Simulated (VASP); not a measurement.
# Al2O3 (P-6m2) in VASP: notebook, part 2 of 2

VASP 6.6.1. The steps go on from the part before.

### Step 3. Single point, PBEsol+D3(BJ)

This run uses another cell than the first one, of 10.11 Å³/atom, 0.751 times its volume.

File INCAR:

```
SYSTEM = Al2O3
PREC = Accurate
ENCUT = 520
EDIFF = 1E-6
ISMEAR = -1
SIGMA = 0.05
LREAL = .FALSE.
LASPH = .TRUE.
NELM = 60
ALGO = Normal
ISIF = 2
LWAVE = .FALSE.
LCHARG = .FALSE.
GGA = PS
IVDW = 12
NBANDS = 20
```

File KPOINTS:

```
regular mesh
0
G
  11 11 3
  0 0 0
```

File POSCAR:

```
Al2O3
1.0
    2.8488618628      0.0000000000      0.0000000000
   -1.4244309314      2.4671867451      0.0000000000
    0.0000000000      0.0000000000      7.1915189087
Al O
2 3
Direct
    0.0000000000      0.0000000000      0.8080085660
    0.0000000000      0.0000000000      0.1919914340
    0.3333333333      0.6666666667      0.7133217485
    0.6666666667      0.3333333333      0.0000000000
    0.3333333333      0.6666666667      0.2866782515
```

Potentials or basis: VASP PAW PBE potentials, release 64 (Al, O).

The run is started by

```
> cat potpaw_PBE.64/Al/POTCAR potpaw_PBE.64/O/POTCAR > POTCAR
> mpirun -np 1 vasp_std > vasp.out
```

OUTCAR:

```text
SYSTEM = Al2O3
   PREC = Accurate
   ENCUT = 520
   EDIFF = 1E-6
   ISMEAR = -1
   LREAL = .FALSE.
   LASPH = .TRUE.
   NELM = 60
   ISIF = 2
   GGA = PS
   IVDW = 12
 IVDW          = 12

 ion  position               nearest neighbor table
   1  0.000  0.000  0.808-   3 1.78   3 1.78   3 1.78   4 2.15   4 2.15   4 2.15   2 2.76
   2  0.000  0.000  0.192-   5 1.78   5 1.78   5 1.78   4 2.15   4 2.15   4 2.15   1 2.76
   3  0.333  0.667  0.713-   1 1.78   1 1.78   1 1.78
   4  0.667  0.333  0.000-   1 2.15   2 2.15   1 2.15   2 2.15   1 2.15   2 2.15
   5  0.333  0.667  0.287-   2 1.78   2 1.78   2 1.78

  LATTYP: Found a hexagonal cell.
 ALAT       =     2.8488618628
 C/A-ratio  =     2.5243480572

  Lattice vectors:

 A1 = (   2.8488618628,   0.0000000000,   0.0000000000)
 A2 = (  -1.4244309314,   2.4671867451,   0.0000000000)
 A3 = (   0.0000000000,   0.0000000000,   7.1915189087)

Analysis of symmetry for initial positions (statically):
=====================================================================
 Subroutine PRICEL returns:
[... 178 lines left out ...]

 val. band max:        4.0065863187   @ k =   0.0909   0.0909   0.0000
 cond. band min:       8.6030150620   @ k =   0.0000   0.0000   0.0000
 fundamental gap:      4.5964287433
 Fermi energy:         5.0997912990

 k-point     1 :       0.0000    0.0000    0.0000
  band No.  band energies     occupation
      1     -15.1973      2.00000
      2     -13.9357      2.00000
      3     -12.8334      2.00000
      4      -1.3637      2.00000
      5       1.2062      2.00000
      6       2.2346      2.00000
[... 541 lines left out ...]
     19      17.4072      0.00000
     20      19.0099      0.00000

 [... further k-points ...]

------------------------ aborting loop because EDIFF is reached ----------------------------------------

 Edisp (eV)   -0.81626

 E8    (eV) :    -0.4923

  FORCE on cell =-STRESS in cart. coord.  units (eV):
  Direction    XX          YY          ZZ          XY          YZ          ZX
  --------------------------------------------------------------------------------------
  -------------------------------------------------------------------------------------
  Total       0.17058     0.17058    -0.05082     0.00000    -0.00000     0.00000
  in kB       5.40676     5.40676    -1.61091     0.00000    -0.00000     0.00000
  external pressure =        3.07 kB  Pullay stress =        0.00 kB

 VOLUME and BASIS-vectors are now :
 -----------------------------------------------------------------------------
  energy-cutoff  :      520.00
  volume of cell :       50.55
      direct lattice vectors                 reciprocal lattice vectors
     2.848861863  0.000000000  0.000000000     0.351017371  0.202659973  0.000000000
    -1.424430931  2.467186745  0.000000000     0.000000000  0.405319947  0.000000000
     0.000000000  0.000000000  7.191518909     0.000000000  0.000000000  0.139052683

 POSITION                                       TOTAL-FORCE (eV/Angst)
 -----------------------------------------------------------------------------------
      0.00000      0.00000      5.81081         0.000000     -0.000000     -0.028232
      0.00000      0.00000      1.38071         0.000000     -0.000000      0.028232
     -0.00000      1.64479      5.12987         0.000000      0.000000      0.014754
      1.42443      0.82240      0.00000        -0.000000     -0.000000     -0.000000
     -0.00000      1.64479      2.06165         0.000000      0.000000     -0.014754
 -----------------------------------------------------------------------------------
    total drift:                                0.000000     -0.000000      0.000000

  FREE ENERGIE OF THE ION-ELECTRON SYSTEM (eV)
  ---------------------------------------------------
  free  energy   TOTEN  =       -38.9211828604 eV

  energy  without entropy=      -38.9211828603  energy(sigma->0) =      -38.92118286
```

OSZICAR:

```text
N       E                     dE             d eps       ncg     rms          rms(c)
DAV:   1     0.979629853686E+02    0.97963E+02   -0.12633E+04  1280   0.111E+03
DAV:   2    -0.359706698088E+02   -0.13393E+03   -0.13042E+03  1484   0.248E+02
DAV:   3    -0.421101943565E+02   -0.61395E+01   -0.61212E+01  1740   0.537E+01
DAV:   4    -0.421542799626E+02   -0.44086E-01   -0.44080E-01  1556   0.495E+00
DAV:   5    -0.421548958166E+02   -0.61585E-03   -0.61584E-03  1656   0.575E-01    0.121E+01
DAV:   6    -0.381671654458E+02    0.39877E+01   -0.12032E+01  1392   0.253E+01    0.454E+00
DAV:   7    -0.381333066728E+02    0.33859E-01   -0.47705E-01  1528   0.464E+00    0.247E+00
DAV:   8    -0.381039115113E+02    0.29395E-01   -0.55805E-02  1488   0.220E+00    0.692E-01
DAV:   9    -0.381033840270E+02    0.52748E-03   -0.11555E-02  1580   0.107E+00    0.194E-01
DAV:  10    -0.381045118588E+02   -0.11278E-02   -0.28887E-03  1476   0.383E-01    0.153E-01
DAV:  11    -0.381048727674E+02   -0.36091E-03   -0.63541E-04  1444   0.263E-01    0.244E-02
DAV:  12    -0.381049101392E+02   -0.37372E-04   -0.10133E-04  1636   0.790E-02    0.132E-02
DAV:  13    -0.381049216404E+02   -0.11501E-04   -0.52816E-05  1448   0.488E-02    0.987E-03
DAV:  14    -0.381049200903E+02    0.15501E-05   -0.30882E-06  1416   0.170E-02    0.320E-03
DAV:  15    -0.381049204722E+02   -0.38189E-06   -0.10354E-06  1244   0.787E-03
   1 F= -.38921183E+02 E0= -.38921183E+02  d E =-.335248E-10
```

stdout:

```text
POSCAR found type information on POSCAR AlO
 POSCAR found :  2 types and       5 ions
 scaLAPACK will be used
 -----------------------------------------------------------------------------
|                                                                             |
|                                                                             |
|     You enforced a specific xc type in the INCAR file but a different       |
|     I HOPE YOU KNOW WHAT YOU ARE DOING!                                     |
|                                                                             |
 -----------------------------------------------------------------------------

 LDA part: xc-table for (Slater+PW92), standard interpolation
 POSCAR, INCAR and KPOINTS ok, starting setup
 FFT: planning ... GRIDC
 FFT: planning ... GRID_SOFT
 FFT: planning ... GRID
 WAVECAR not read
 entering main loop
```

Run time: 19 s. Hardware: 1 thread of AMD EPYC 9R45 (Zen 5), shared host; peak memory 0.16 GiB.

What came out:

```
Free energy                : -38.9212 eV
Pressure                   : 0.3 GPa
Largest force              : 0.028 eV/Å
Band gap on the k mesh     : 4.60 eV, indirect (least direct gap 4.73 eV)
Dispersion energy per atom : -0.163 eV
```

Forces in eV/Å, atoms in the order of the input:
```
Al   0.000  0.000 -0.028
Al   0.000  0.000  0.028
O    0.000  0.000  0.015
O    0.000  0.000  0.000
O    0.000  0.000 -0.015
```

Stress tensor (GPa, compression positive):
```
 0.54  0.00  0.00
 0.00  0.54  0.00
 0.00  0.00 -0.16
```

Caveat: the PAW data sets were made with another functional, which shifts forces and pressure a little.
